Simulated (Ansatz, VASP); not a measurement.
# Ga: VASP beside Ansatz

INCAR

```
PREC = Accurate
ENCUT = 520
EDIFF = 1E-6
ISMEAR = -1
SIGMA = 0.05
LREAL = False
LASPH = True
NELM = 100
ALGO = Normal
ISIF = 2
LWAVE = False
LCHARG = False
GGA = PE
NBANDS = 12
```

File KPOINTS:

```
Automatic mesh
0
Gamma
  17 17 15
```

Contents of POSCAR:

```
Ga
1.0
    2.7088094483      0.0000000000      0.0000000000
   -1.3544047242      2.3458977962      0.0000000000
    0.0000000000      0.0000000000      2.5920438797
Ga
1
Direct
    0.0000000000      0.0000000000      0.0000000000
```

Input for Ansatz:

```yaml
crystal:
  lattice:
    - [2.7088094483, 0.0, 0.0]
    - [-1.3544047242, 2.3458977962, 0.0]
    - [0.0, 0.0, 2.5920438797]
  atoms:
    - { symbol: Ga, position: [0.0, 0.0, 0.0] }
kpoints:
  mp_grid: { grid: [17, 17, 15] }
scf:
  occupations: { method: fermi_dirac, width: 0.05 }
hamiltonian:
  xc: pbe
  pseudopotentials: { kind: all_electron, lapw: { basis_error: 0.001 } }
output:
  forces: true
  stress: true
  eigenvalues: true
  populations: true
```

Change from the starting cell: volume scaled by 0.85, LAPW.

Alike in both runs: task single point; functional PBE; k mesh 17 × 17 × 15; occupations fermi-dirac, width 0.05 eV; no spin polarisation.

|  | VASP | Ansatz |
| --- | --- | --- |
| version | VASP 6.6.1 | Ansatz 0.2.0 |
| potentials or method | VASP PAW PBE potentials, release 64 (Ga_d), cutoff 520 eV | all-electron LAPW, scalar-relativistic |

|  | VASP | Ansatz | Ansatz less VASP |
| --- | --- | --- | --- |
| pressure (GPa) | 12.0 | 11.9 | -0.11 |

Ansatz ran all-electron here, and VASP with PAW potentials.
